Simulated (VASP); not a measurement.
## HRh8: single point with PBE+D3(BJ)

Slab: HRh8, a slab with vacuum.

```
Rh H
1.0
     5.36502    0.00000    0.00000
     0.00000    3.79364    0.00000
     0.00000    0.00000   21.24008
Rh H
8 1
Direct
  0.25000 0.50000 0.18832
  0.75000 0.50000 0.18832
  0.00000 0.00000 0.25147
  0.50000 0.00000 0.25147
  0.25000 0.50000 0.31535
  0.75000 0.50000 0.31535
  0.00000 0.00000 0.37383
  0.50000 0.00000 0.37383
  0.25000 0.12500 0.52919
```

| Quantity | Value |
| --- | --- |
| Program | VASP 6.6.1 |
| Task | single point |
| Functional | PBE |
| Dispersion | D3(BJ) |
| Potentials or basis | VASP PAW PBE potentials, release 64 (Rh_pv, H) |
| Cutoff | 520 eV |
| k mesh | 5 × 7 × 1 |
| Occupations | gaussian, width 0.1 eV |
| Spin | no spin polarisation |

```
Largest force              : 0.700 eV/Å
Dispersion energy per atom : -0.344 eV
```

Forces in eV/Å, atoms in the order of the input:
```
Rh   0.000  0.000  0.610
Rh   0.000  0.012  0.627
Rh  -0.010 -0.004 -0.520
Rh   0.010 -0.004 -0.520
Rh   0.000 -0.002 -0.125
Rh   0.000  0.015 -0.107
Rh   0.181  0.032  0.365
Rh  -0.181  0.032  0.365
H    0.000 -0.081 -0.696
```

Levels at points of the mesh, in eV from the Fermi level:
| k point | band 56 | band 57 | band 58 | band 59 | band 60 | band 61 | band 62 | band 63 |
| --- | --- | --- | --- | --- | --- | --- | --- | --- |
| (0.00, 0.00, 0.00) | -0.35 | -0.07 | -0.02 | 0.00 | 0.07 | 0.17 | 0.30 | 0.33 |

Wall time 6.6 min on 1 thread of Intel(R) Xeon(R) 6975P-C (Granite Rapids) (shared host), peak memory 0.55 GiB.
